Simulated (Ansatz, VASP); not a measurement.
**One calculation of Pt, two programs**

```
CELL_PARAMETERS angstrom
0.00000 1.89668 2.08634
1.89668 0.00000 2.08634
1.89668 1.89668 0.00000
ATOMIC_POSITIONS crystal
Pt 0.00000 0.00000 0.00000
```

Alike in both runs: task single point; functional PBE; k mesh 24 × 24 × 24; occupations gaussian, width 0.15 eV; no spin polarisation.

```csv
,VASP,Ansatz
version,VASP 6.6.1,Ansatz 0.2.0
potentials or method,"VASP PAW PBE potentials, release 64 (Pt), cutoff 520 eV","scalar-relativistic, plane waves, PAW"
valence electrons in the cell,10,18
```

```csv
,VASP,Ansatz,Ansatz less VASP
gap on the k mesh at the Fermi level (eV),none,none,-
pressure (GPa),12.3,12.8,+0.55
"traceless stress, the component that is largest in VASP (GPa)",-8.75,-8.83,-0.078
```

A gap of «none» marks a metal or a gap that the smearing closes. The functional is the same, so the differences come from potentials, cutoffs and numerics. VASP's potentials hold 10 valence electrons a cell and Ansatz's 18, so a difference there can come from the potentials and not from the codes.

Spin-orbit coupling is off throughout.
